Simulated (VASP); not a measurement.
# KF (R-3m) in VASP: a series of runs, part 2 of 2

VASP 6.6.1. The steps go on from the part before.

### 3 Single point, PBE (20.23 Å³/atom)

This run uses another cell than the first one, of 20.23 Å³/atom.

INCAR

```
PREC     = Accurate       # precision mode
ENCUT    = 520            # plane-wave cutoff, eV
EDIFF    = 1E-6           # SCF threshold, eV
ISMEAR   = 0              # smearing method
SIGMA    = 0.05           # smearing width, eV
LREAL    = F              # projectors in reciprocal space
LASPH    = T              # aspherical terms in the spheres
NELM     = 100            # most SCF steps
ALGO     = Normal         # electronic algorithm
ISIF     = 2              # what is computed and relaxed
LWAVE    = F              # write WAVECAR
LCHARG   = F              # write CHGCAR
GGA      = PE             # functional
NBANDS   = 15             # bands
```

KPOINTS

```
regular mesh
0
Gamma
  8 8 8
```

POSCAR

```
KF
1.0
   -0.0867619010      2.6822349401      2.6822349401
    2.6822349401     -0.0867619010      2.6822349401
    2.6822349401      2.6822349401     -0.0867619010
K F
1 1
Direct
    0.0000000000      0.0000000000      0.0000000000
    0.5000000000      0.5000000000      0.5000000000
```

Potentials or basis: VASP PAW PBE potentials, release 64 (K_sv, F).

Command:

```
$ cat potpaw_PBE.64/K_sv/POTCAR potpaw_PBE.64/F/POTCAR > POTCAR
$ mpirun -np 1 vasp_std > vasp.out
```

OUTCAR:

```text
PREC = Accurate
   ENCUT = 520
   EDIFF = 1E-6
   ISMEAR = 0
   LREAL = F
   LASPH = T
   NELM = 100
   ISIF = 2
   GGA = PE

 ion  position               nearest neighbor table
   1  0.000  0.000  0.000-   2 2.73   2 2.73   2 2.73   2 2.73   2 2.73   2 2.73
   2  0.500  0.500  0.500-   1 2.73   1 2.73   1 2.73   1 2.73   1 2.73   1 2.73

  LATTYP: Found a trigonal (rhomboedric) cell.
 ALAT       =     3.7942451391
 COS(alpha) =     0.4674086020

  Lattice vectors:

[... 609 lines left out ...]
      9       4.9963      0.00000
     10       6.7163      0.00000
     11       8.3175      0.00000
     12       8.7157      0.00000
     13       9.7792      0.00000
     14      10.1938      0.00000
     15      14.4488      0.00000

 [... further k-points ...]
[... 5 lines left out ...]
  --------------------------------------------------------------------------------------
  -------------------------------------------------------------------------------------
  Total       -0.1205350     -0.1205350     -0.1205350      0.0999019      0.0999019      0.0999019
  in kB       -4.7723628     -4.7723628     -4.7723628      3.9554314      3.9554314      3.9554314
  external PRESSURE =      -4.7723628 kB  Pullay stress =       0.0000000 kB

 VOLUME and BASIS-vectors are now :
 -----------------------------------------------------------------------------
  energy-cutoff  :      520.00
  volume of cell :       40.47
      direct lattice vectors                 reciprocal lattice vectors
    -0.086761901  2.682234940  2.682234940    -0.177602349  0.183539269  0.183539269
     2.682234940 -0.086761901  2.682234940     0.183539269 -0.177602349  0.183539269
     2.682234940  2.682234940 -0.086761901     0.183539269  0.183539269 -0.177602349

 POSITION                                       TOTAL-FORCE (eV/Angst)
 -----------------------------------------------------------------------------------
      0.00000      0.00000      0.00000         0.000000     -0.000000      0.000000
      2.63885      2.63885      2.63885        -0.000000      0.000000     -0.000000
 -----------------------------------------------------------------------------------
    total drift:                                0.000000      0.000000      0.000000

  FREE ENERGIE OF THE ION-ELECTRON SYSTEM (eV)
  ---------------------------------------------------
  free  energy   TOTEN  =        -8.2941774949 eV

  energy  without entropy=       -8.2941774949  energy(sigma->0) =       -8.29417749
```

OSZICAR:

```text
N       E                     dE             d eps       ncg     rms          rms(c)
DAV:   1     0.106710085251E+03    0.10671E+03   -0.81226E+03  1950   0.102E+03
DAV:   2    -0.514996771491E+01   -0.11186E+03   -0.10315E+03  2545   0.278E+02
DAV:   3    -0.944699024403E+01   -0.42970E+01   -0.42770E+01  2545   0.486E+01
DAV:   4    -0.957603312667E+01   -0.12904E+00   -0.12902E+00  2668   0.782E+00
DAV:   5    -0.957807008496E+01   -0.20370E-02   -0.20370E-02  2577   0.820E-01    0.625E+00
DAV:   6    -0.832985690758E+01    0.12482E+01   -0.36158E+00  2055   0.142E+01    0.372E+00
DAV:   7    -0.829781862925E+01    0.32038E-01   -0.66204E-02  2426   0.221E+00    0.207E+00
DAV:   8    -0.829176540575E+01    0.60532E-02   -0.54471E-02  2202   0.227E+00    0.199E-01
DAV:   9    -0.829343285454E+01   -0.16674E-02   -0.37258E-03  2447   0.509E-01    0.122E-01
DAV:  10    -0.829404053515E+01   -0.60768E-03   -0.47482E-04  2111   0.184E-01    0.657E-02
DAV:  11    -0.829417719496E+01   -0.13666E-03   -0.13093E-04  2090   0.944E-02    0.188E-02
DAV:  12    -0.829417720337E+01   -0.84067E-08   -0.11054E-05  2419   0.322E-02    0.402E-03
DAV:  13    -0.829417749491E+01   -0.29154E-06   -0.20358E-06  2160   0.125E-02
   1 F= -.82941775E+01 E0= -.82941775E+01  d E =-.483853E-17
```

Wall time 56 s (1 thread of Intel Xeon 8259CL, shared host); peak memory 0.18 GiB.

Results:

```yaml
Free_energy: -8.2942 eV
Pressure: -0.5 GPa
Band_gap_on_the_k_mesh: 5.83 eV
```

Stress tensor (GPa, compression positive):
```
-0.48  0.40  0.40
 0.40 -0.48  0.40
 0.40  0.40 -0.48
```

Levels at points of the mesh, in eV from the valence-band top:
```
           k point  band 5  band 6  band 7  band 8  band 9  band 10  band 11  band 12
(0.00, 0.00, 0.00)   -9.63   -0.04   -0.04    0.00    5.83    10.31    10.31    10.79
(0.50, 0.00, 0.00)   -9.66   -0.76   -0.35   -0.28    8.73    10.09    11.52    11.95
(0.50, 0.50, 0.00)   -9.80   -0.27   -0.12   -0.08    8.10     9.93    11.32    13.23
(0.50, 0.50, 0.50)   -9.69   -0.76   -0.38   -0.38    8.89    10.27    11.79    11.79
```

### 4 Single point, PBE (20.23 Å³/atom)

This run uses another cell than the first one, of 20.23 Å³/atom.

INCAR

```
ALGO = Normal
EDIFF = 1E-6
ENCUT = 520
GGA = PE
ISIF = 2
ISMEAR = 0
LASPH = T
LCHARG = F
LREAL = F
LWAVE = F
NBANDS = 15
NELM = 100
PREC = Accurate
SIGMA = 0.05
```

KPOINTS

```
k-points
0
Gamma
  8 8 8
```

POSCAR

```
KF
1.0
    0.0881338069      2.7696897984      2.7696897984
    2.7696897984      0.0881338069      2.7696897984
    2.7696897984      2.7696897984      0.0881338069
K F
1 1
Direct
    0.0000000000      0.0000000000      0.0000000000
    0.5000000000      0.5000000000      0.5000000000
```

Command:

```
$ cat potpaw_PBE.64/K_sv/POTCAR potpaw_PBE.64/F/POTCAR > POTCAR
$ mpirun -np 1 vasp_std > vasp.out
```

Run time: 68 s. Hardware: 1 thread of Intel Xeon 8259CL, shared host; peak memory 0.19 GiB.

The run converged. Its results:

| Property | Result |
| --- | --- |
| Free energy | -8.2935 eV |
| Pressure | -0.5 GPa |
| Band gap on the k mesh | 5.84 eV |

Stress tensor (GPa, compression positive):
```
-0.48 -0.48 -0.48
-0.48 -0.48 -0.48
-0.48 -0.48 -0.48
```

Levels at points of the mesh, in eV from the valence-band top:
```tsv
k point	band 5	band 6	band 7	band 8	band 9	band 10	band 11	band 12
(0.00, 0.00, 0.00)	-9.62	-0.05	0.00	0.00	5.84	10.20	10.62	10.62
(0.50, 0.00, 0.00)	-9.66	-0.75	-0.37	-0.30	8.83	10.19	11.58	11.99
(0.50, 0.50, 0.00)	-9.79	-0.26	-0.11	-0.07	8.11	9.94	11.33	13.24
(0.50, 0.50, 0.50)	-9.65	-0.75	-0.27	-0.27	8.65	10.02	11.70	11.70
```

A k mesh can miss the band edges.

### 5 Summary

| cell | gap on the mesh (eV) | pressure (GPa) |
| --- | --- | --- |
| a = 3.875 Å, angles 58.6°, 2 atoms | 5.93 | 0.0 |
| a = 3.794 Å, angles 62.1°, 2 atoms | 5.83 | -0.5 |
| a = 3.918 Å, angles 57.9°, 2 atoms | 5.84 | -0.5 |

Alike in all rows: task single point; level PBE; potentials or basis VASP PAW PBE potentials, release 64 (K_sv, F); no spin polarisation; k mesh 8 × 8 × 8; cutoff (eV) 520; smearing gaussian 0.05 eV.

Total energies depend on the potentials used, so only differences within one code and one set of settings carry meaning.
